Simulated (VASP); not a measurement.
# SnSe2 (P-3m1) in VASP: single point with PBEsol

Aim: the single point of SnSe2 with PBEsol.

All numbers are computed with VASP 6.6.1; they aren't measurements. Logs are shortened: lines on timing, memory, paths and dates and some standing lists are left out, and cuts for length are marked.

## 1. The cell of the first run

It takes space group P-3m1 (No. 164, trigonal). The conventional cell has a = 3.811 Å, b = 3.811 Å, c = 6.136 Å, α = 90.00°, β = 90.00°, γ = 120.00°. Within 3.5 Å of Sn (site symmetry -3m) lie 6 Se at 2.68 Å. Se (site symmetry 3m) has 3 Sn at 2.68 Å within 3.5 Å.

## 2. Single point, PBEsol

INCAR

```
SYSTEM = SnSe2
PREC = Accurate
ENCUT = 520
EDIFF = 1E-7
ISMEAR = 0
SIGMA = 0.01
LREAL = .FALSE.
LASPH = .TRUE.
NELM = 60
ALGO = Normal
ISIF = 2
LWAVE = .FALSE.
LCHARG = .TRUE.
GGA = PS
LELF = .TRUE.
LVHAR = .TRUE.
NBANDS = 20
```

KPOINTS

```
Automatic mesh
0
G
  6 6 4
  0 0 0
```

POSCAR

```
SnSe2
1.0
    3.8110000000      0.0000000000      0.0000000000
   -1.9055000000      3.3004230000      0.0000000000
    0.0000000000      0.0000000000      6.1360000000
Sn Se
1 2
Direct
    0.0000000000      0.0000000000      0.0000000000
    0.3333333333      0.6666666667      0.2490000000
    0.6666666667      0.3333333333      0.7510000000
```

Potentials or basis: VASP PAW PBE potentials, release 64 (Sn_d, Se).

The run is started by

```console
> cat potpaw_PBE.64/Sn_d/POTCAR potpaw_PBE.64/Se/POTCAR > POTCAR
> mpirun -np 1 vasp_std > vasp.out
```

OUTCAR:

```text
SYSTEM = SnSe2
   PREC = Accurate
   ENCUT = 520
   EDIFF = 1E-7
   ISMEAR = 0
   LREAL = .FALSE.
   LASPH = .TRUE.
   NELM = 60
   ISIF = 2
   GGA = PS

 ion  position               nearest neighbor table
   1  0.000  0.000  0.000-   2 2.68   3 2.68   3 2.68   2 2.68   3 2.68   2 2.68
   2  0.333  0.667  0.249-   1 2.68   1 2.68   1 2.68
   3  0.667  0.333  0.751-   1 2.68   1 2.68   1 2.68

  LATTYP: Found a hexagonal cell.
 ALAT       =     3.8110000000
 C/A-ratio  =     1.6100760955

  Lattice vectors:

 A1 = (   3.8110000000,   0.0000000000,   0.0000000000)
 A2 = (  -1.9055000000,   3.3004230000,   0.0000000000)
 A3 = (   0.0000000000,   0.0000000000,   6.1360000000)

Analysis of symmetry for initial positions (statically):
=====================================================================
 Subroutine PRICEL returns:
 Original cell was already a primitive cell.

 Routine SETGRP: Setting up the symmetry group for a
 hexagonal supercell.

 Subroutine GETGRP returns: Found 12 space group operations
 (whereof 12 operations were pure point group operations)
 out of a pool of 24 trial point group operations.

The static configuration has the point symmetry D_3d.

Analysis of symmetry for dynamics (positions and initial velocities):
=====================================================================
 Subroutine PRICEL returns:
 Original cell was already a primitive cell.

 Routine SETGRP: Setting up the symmetry group for a
 hexagonal supercell.

 Subroutine GETGRP returns: Found 12 space group operations
 (whereof 12 operations were pure point group operations)
 out of a pool of 24 trial point group operations.

The dynamic configuration has the point symmetry D_3d.

 Subroutine INISYM returns: Found 12 space group operations
 (whereof 12 operations are pure point group operations),
 and found     1 'primitive' translations

----------------------------------------------------------------------------------------

                                     Primitive cell

  volume of cell :      77.1781

  direct lattice vectors                    reciprocal lattice vectors
     3.811000000  0.000000000  0.000000000     0.262398321  0.151495733  0.000000000
    -1.905500000  3.300423000  0.000000000     0.000000000  0.302991465  0.000000000
     0.000000000  0.000000000  6.136000000     0.000000000  0.000000000  0.162972621

  length of vectors
[... 81 lines left out ...]
   ENCUT  =  520.0 eV  38.22 Ry    6.18 a.u.   7.09  7.09 11.41*2*pi/ulx,y,z
   NELM   =     60;   NELMIN=  2; NELMDL= -5     # of ELM steps
   EDIFF  = 0.1E-06   stopping-criterion for ELM
   LREAL  =      F    real-space projection
   EDIFFG = 0.1E-05   stopping-criterion for IOM
   NSW    =      0    number of steps for IOM
   IBRION =     -1    ionic relax: 0-MD 1-quasi-New 2-CG
   NFREE  =      0    steps in history (QN), initial steepest desc. (CG)
   ISIF   =      2    stress and relaxation
   ISYM   =      2    0-nonsym 1-usesym 2-fastsym
   POTIM  = 0.5000    time-step for ionic-motion
   TEBEG  =    0.0;   TEEND  =   0.0 temperature during run
   PSTRESS=    0.0 pullay stress
   NELECT =      26.0000    total number of electrons
   NUPDOWN=      -1.0000    fix difference up-down
   EMIN   =  10.00;   EMAX   =-10.00  energy-range for DOS
   EFERMI =   0.00;   METHOD = LEGACY
   ISMEAR =     0;   SIGMA  =   0.01  broadening in eV -4-tet -1-fermi 0-gaus
   EFERMI_NEDOS =   21; number of points for ismear=-14 and -15
   IALGO  =     38    algorithm
   IMIX   =      4    mixing-type and parameters
     AMIX     =   0.40;   BMIX     =  1.00
     AMIX_MAG =   1.60;   BMIX_MAG =  1.00
  volume/ion in A,a.u.               =      25.73       173.61
  Fermi-wavevector in a.u.,A,eV,Ry     =   1.139116  2.152617 17.654721  1.297585
  Thomas-Fermi vector in A             =   2.275820
   LORBIT       =      0    0 simple, 1 ext, 2 COOP (PROOUT), +10 PAW based schemes
   GGA     = PS    functional components
   LHFCALC =     F    Hartree Fock is set to
   AEXX    =    0.0000 exact exchange contribution
   IVDW    =     0    specifies the selected vdW correction
   LEPSILON=     F    determine dielectric tensor
   LRPA    =     F    only Hartree local field effects (RPA)
 non-spin polarized calculation
 Gauss-broadening in eV      SIGMA  =   0.01
  energy-cutoff  :      520.00
  volume of cell :       77.18
 maximum number of plane-waves:      2109
   NGX = 15   NGY = 15   NGZ = 23

 number of electron      26.0000006 magnetization

 Free energy of the ion-electron system (eV)
  ---------------------------------------------------
  ext. energy  EPLUGINS =         0.00000000
  ---------------------------------------------------
  free energy    TOTEN  =       -12.93313868 eV

  energy without entropy =      -12.93313868  energy(sigma->0) =      -12.93313868

 E-fermi :   4.1009     XC(G=0):  -9.6367

 val. band max:        4.0606759612   @ k =   0.0000   0.0000   0.0000
 cond. band min:       4.8004302520   @ k =   0.5000   0.0000   0.2500
 fundamental gap:      0.7397542909
 Fermi energy:         4.1008836130

 k-point     1 :       0.0000    0.0000    0.0000
  band No.  band energies     occupation
      1     -17.1102      2.00000
      2     -17.1102      2.00000
      3     -17.0719      2.00000
      4     -17.0554      2.00000
      5     -17.0554      2.00000
      6      -9.9720      2.00000
[... 541 lines left out ...]
     19      12.9843      0.00000
     20      13.0271      0.00000

------------------------ aborting loop because EDIFF is reached ----------------------------------------

  FORCE on cell =-STRESS in cart. coord.  units (eV):
  Direction    XX          YY          ZZ          XY          YZ          ZX
  --------------------------------------------------------------------------------------
  -------------------------------------------------------------------------------------
  Total        1.0090761      1.0090763      1.8291576      0.0000000      0.0000000      0.0000000
  in kB       20.9479061     20.9479084     37.9723789      0.0000000      0.0000000      0.0000000
  external PRESSURE =      26.6227311 kB  Pullay stress =       0.0000000 kB

 VOLUME and BASIS-vectors are now :
 -----------------------------------------------------------------------------
  energy-cutoff  :      520.00
  volume of cell :       77.18
      direct lattice vectors                 reciprocal lattice vectors
     3.811000000  0.000000000  0.000000000     0.262398321  0.151495733  0.000000000
    -1.905500000  3.300423000  0.000000000     0.000000000  0.302991465  0.000000000
     0.000000000  0.000000000  6.136000000     0.000000000  0.000000000  0.162972621

 POSITION                                       TOTAL-FORCE (eV/Angst)
 -----------------------------------------------------------------------------------
      0.00000      0.00000      0.00000        -0.000000      0.000000      0.000000
     -0.00000      2.20028      1.52786         0.000000      0.000000      0.613932
      1.90550      1.10014      4.60814         0.000000     -0.000000     -0.613932
 -----------------------------------------------------------------------------------
    total drift:                                0.000000      0.000000     -0.000000

  FREE ENERGIE OF THE ION-ELECTRON SYSTEM (eV)
  ---------------------------------------------------
  free  energy   TOTEN  =       -12.9331386813 eV

  energy  without entropy=      -12.9331386813  energy(sigma->0) =      -12.93313868
```

stdout:

```text
POSCAR found type information on POSCAR SnSe
 POSCAR found :  2 types and       3 ions
 scaLAPACK will be used
 -----------------------------------------------------------------------------
|                                                                             |
|                                                                             |
|     You enforced a specific xc type in the INCAR file but a different       |
|     I HOPE YOU KNOW WHAT YOU ARE DOING!                                     |
|                                                                             |
 -----------------------------------------------------------------------------

 LDA part: xc-table for (Slater+PW92), standard interpolation
 POSCAR, INCAR and KPOINTS ok, starting setup
 FFT: planning ... GRIDC
 FFT: planning ... GRID_SOFT
 FFT: planning ... GRID
 WAVECAR not read
 entering main loop
```

Run time: 22 s. Hardware: 1 thread of AMD EPYC 9R45 (Zen 5), shared host; peak memory 0.17 GiB.

Results:

* Free energy: -12.9331 eV
* Pressure: 2.7 GPa
* Largest force: 0.614 eV/Å
* Band gap on the k mesh: 0.74 eV, indirect (least direct gap 1.00 eV)

Forces on the atoms (eV/Å):
```
Sn   0.000  0.000  0.000
Se   0.000  0.000  0.614
Se   0.000  0.000 -0.614
```

Caveat: the PAW data sets were made with another functional, which shifts forces and pressure a little; spin-orbit coupling is left out, which moves the levels of the heavy elements; this functional lacks dispersion, which binds the layers, so the pressure and a relaxed spacing across them are unreliable. A k mesh can miss the band edges.
